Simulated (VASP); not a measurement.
# BaTiO3 (P4mm) in VASP: further runs, part 2 of 2

VASP 6.6.1. Earlier steps stand in the parts before.

## 4. Single point, PBE

This run uses another cell than the first one, of 13.63 Å³/atom, 1.039 times its volume.

INCAR

```
SYSTEM = BaTiO3
  ALGO = Normal
  EDIFF = 1E-6
  ENCUT = 520
  GGA = PE
  ISIF = 2
  ISMEAR = -1
  LASPH = .TRUE.
  LCHARG = .FALSE.
  LREAL = .FALSE.
  LWAVE = .FALSE.
  NBANDS = 28
  NELM = 60
  PREC = Accurate
  SIGMA = 0.05
```

KPOINTS

```
k-points
0
G
  7 7 7
  0 0 0
```

POSCAR

```
BaTiO3
1.0
    4.0782473671      0.0000000000      0.0000000000
    0.0000000000      4.0782473671      0.0000000000
    0.0000000000      0.0000000000      4.0968043205
Ba Ti O
1 1 3
Direct
    0.0000000000      0.0000000000      0.0000000000
    0.5000000000      0.5000000000      0.4900000000
    0.0000000000      0.5000000000      0.5170000000
    0.5000000000      0.0000000000      0.5170000000
    0.5000000000      0.5000000000      0.0190000000
```

Potentials or basis: VASP PAW PBE potentials, release 64 (Ba_sv, Ti_sv, O).

Run with:

```sh
cat potpaw_PBE.64/Ba_sv/POTCAR potpaw_PBE.64/Ti_sv/POTCAR potpaw_PBE.64/O/POTCAR > POTCAR
mpirun -np 1 vasp_std > vasp.out
```

OUTCAR:

```text
SYSTEM = BaTiO3
   EDIFF = 1E-6
   ENCUT = 520
   GGA = PE
   ISIF = 2
   ISMEAR = -1
   LASPH = .TRUE.
   LREAL = .FALSE.
   NELM = 60
   PREC = Accurate

 ion  position               nearest neighbor table
   1  0.000  0.000  0.000-   3 2.84   4 2.84   3 2.84   4 2.84   5 2.88   5 2.88   5 2.88   5 2.88
                             4 2.94   3 2.94   4 2.94   3 2.94   2 3.51   2 3.51   2 3.51   2 3.51
   2  0.500  0.500  0.490-   5 1.93   4 2.04   3 2.04   4 2.04   3 2.04   5 2.17   1 3.51   1 3.51
                             1 3.51   1 3.51   1 3.56   1 3.56   1 3.56   1 3.56
[... 951 lines left out ...]
  -------------------------------------------------------------------------------------
  Total       -2.2089467     -2.2089467     -1.9035917      0.0000000      0.0000000      0.0000000
  in kB      -51.9401826    -51.9401826    -44.7602008      0.0000000      0.0000000      0.0000000
  external PRESSURE =     -49.5468553 kB  Pullay stress =       0.0000000 kB

 VOLUME and BASIS-vectors are now :
 -----------------------------------------------------------------------------
  energy-cutoff  :      520.00
  volume of cell :       68.14
      direct lattice vectors                 reciprocal lattice vectors
     4.078247367  0.000000000  0.000000000     0.245203370  0.000000000  0.000000000
     0.000000000  4.078247367  0.000000000     0.000000000  0.245203370  0.000000000
     0.000000000  0.000000000  4.096804321     0.000000000  0.000000000  0.244092693

 POSITION                                       TOTAL-FORCE (eV/Angst)
 -----------------------------------------------------------------------------------
      0.00000      0.00000      0.00000        -0.000000     -0.000000      0.023055
      2.03912      2.03912      2.00743        -0.000000     -0.000000     -0.374541
      0.00000      2.03912      2.11805         0.000000     -0.000000     -0.129313
      2.03912      0.00000      2.11805        -0.000000     -0.000000     -0.129313
      2.03912      2.03912      0.07784        -0.000000      0.000000      0.610112
 -----------------------------------------------------------------------------------
    total drift:                                0.000000      0.000000      0.000230

  FREE ENERGIE OF THE ION-ELECTRON SYSTEM (eV)
  ---------------------------------------------------
  free  energy   TOTEN  =       -39.9715103497 eV

  energy  without entropy=      -39.9715103470  energy(sigma->0) =      -39.97151035
```

OSZICAR:

```text
N       E                     dE             d eps       ncg     rms          rms(c)
DAV:   1     0.432486244238E+03    0.43249E+03   -0.20812E+04  2240   0.153E+03
DAV:   2    -0.579348999884E+01   -0.43828E+03   -0.41758E+03  2612   0.422E+02
DAV:   3    -0.489675239505E+02   -0.43174E+02   -0.42810E+02  3132   0.132E+02
DAV:   4    -0.510696820583E+02   -0.21022E+01   -0.20968E+01  3384   0.245E+01
DAV:   5    -0.511466482973E+02   -0.76966E-01   -0.76955E-01  3012   0.346E+00    0.219E+01
DAV:   6    -0.403436926940E+02    0.10803E+02   -0.59846E+01  3264   0.641E+01    0.103E+01
DAV:   7    -0.402297961279E+02    0.11390E+00   -0.12299E+01  2988   0.252E+01    0.640E+00
DAV:   8    -0.400189305312E+02    0.21087E+00   -0.58378E-01  2752   0.621E+00    0.390E+00
DAV:   9    -0.400328428882E+02   -0.13912E-01   -0.73606E-01  3176   0.763E+00    0.227E+00
DAV:  10    -0.399772325885E+02    0.55610E-01   -0.27673E-01  2788   0.466E+00    0.598E-01
DAV:  11    -0.399718942219E+02    0.53384E-02   -0.21595E-02  2952   0.995E-01    0.245E-01
DAV:  12    -0.399715399358E+02    0.35429E-03   -0.21636E-03  2940   0.380E-01    0.726E-02
DAV:  13    -0.399715284238E+02    0.11512E-04   -0.20797E-04  2968   0.111E-01    0.366E-02
DAV:  14    -0.399715188665E+02    0.95572E-05   -0.39158E-05  2828   0.585E-02    0.244E-02
DAV:  15    -0.399715119193E+02    0.69472E-05   -0.61370E-05  3280   0.662E-02    0.128E-02
DAV:  16    -0.399715103368E+02    0.15824E-05   -0.85806E-06  2492   0.274E-02    0.291E-03
DAV:  17    -0.399715103497E+02   -0.12846E-07   -0.50653E-07  1604   0.712E-03
   1 F= -.39971510E+02 E0= -.39971510E+02  d E =-.270628E-08
```

stdout:

```text
POSCAR found type information on POSCAR BaTiO
 POSCAR found :  3 types and       5 ions
 scaLAPACK will be used
 LDA part: xc-table for (Slater+PW92), standard interpolation
 POSCAR, INCAR and KPOINTS ok, starting setup
 FFT: planning ... GRIDC
 FFT: planning ... GRID_SOFT
 FFT: planning ... GRID
 WAVECAR not read
 entering main loop
```

Run time: 57 s. Hardware: 1 thread of Intel Xeon Platinum 8488C (Sapphire Rapids), shared host; peak memory 0.22 GiB.

What came out:

```yaml
Free_energy: -39.9715 eV
Pressure: -5.0 GPa
Largest_force: 0.610 eV/Å
Band_gap_on_the_k_mesh: 1.74 eV, indirect (least direct gap 1.98 eV)
```

Forces in eV/Å, atoms in the order of the input:
```
Ba   0.000  0.000  0.023
Ti   0.000  0.000 -0.375
O    0.000  0.000 -0.129
O    0.000  0.000 -0.129
O    0.000  0.000  0.610
```

Stress tensor (GPa, compression positive):
```
-5.19  0.00  0.00
 0.00 -5.19  0.00
 0.00  0.00 -4.48
```

Levels at points of the mesh, in eV from the valence-band top:
```
           k point  band 17  band 18  band 19  band 20  band 21  band 22  band 23  band 24
(0.00, 0.00, 0.00)    -0.96    -0.26    -0.24    -0.24     1.74     1.94     1.94     3.66
```

Caveat: spin-orbit coupling is left out, which moves the levels of the heavy elements. PBE gaps usually lie below the measured ones, often by a third to a half.

## 5. Summary

| cell | gap on the mesh (eV) | pressure (GPa) | largest force (eV/Å) |
| --- | --- | --- | --- |
| a = 4.026, b = 4.026, c = 4.045 Å, 5 atoms | 1.82 | 0.8 | 0.39 |
| a = 4.052, b = 4.052, c = 4.071 Å, 5 atoms | 1.78 | -2.2 | 0.51 |
| a = 4.078, b = 4.078, c = 4.097 Å, 5 atoms | 1.74 | -5.0 | 0.61 |

Alike in all rows: task single point; level PBE; potentials or basis VASP PAW PBE potentials, release 64 (Ba_sv, Ti_sv, O); no spin polarisation; k mesh 7 × 7 × 7; cutoff (eV) 520; smearing fermi-dirac 0.05 eV.

Caveats: spin-orbit coupling is left out, which moves the levels of the heavy elements.

Total energies depend on the potentials used, so only differences within one code and one set of settings carry meaning.
